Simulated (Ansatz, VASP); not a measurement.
## One calculation of V, two programs

```
CELL_PARAMETERS angstrom
-1.51435 1.51435 1.51435
1.51435 -1.51435 1.51435
1.51435 1.51435 -1.51435
ATOMIC_POSITIONS crystal
V 0.00000 0.00000 0.00000
```

Alike in both runs: task relaxation of cell and atoms; functional r2SCAN; dispersion D3(BJ); k mesh 12 × 12 × 12; occupations fermi-dirac, width 0.05 eV; collinear spin.

```csv
,VASP,Ansatz
version,VASP 6.6.1,Ansatz 0.2.0
potentials or method,"VASP PAW PBE potentials, release 64 (V_sv)",Ansatz PAW
plane-wave cutoff (eV),600,500
valence electrons in the cell,13,13
```

|  | VASP | Ansatz | Ansatz less VASP |
| --- | --- | --- | --- |
| net moment per atom (μB) | 0.00 | 0.18 | +0.181 |
| size of the moment on the site where the two differ most (μB) | 0.00 | 0.15 | +0.148 |
| relaxed volume (Å³/atom) | 13.04 | 13.01 | -0.035 |
| relaxed cell length with the largest relative difference (Å) | 2.568 | 2.566 | -0.0023 |

The net moments are unlike, so the other rows may belong to different states. VASP's potentials were made for PBE, not for r2SCAN. Site moments also hang on the region over which each program counts them.

Noted on Ansatz's run: the magnetic or orbital state may not be the lowest; the plane-wave basis is chosen anew once the cell has moved, so the energies of steps on either side of that aren't comparable.
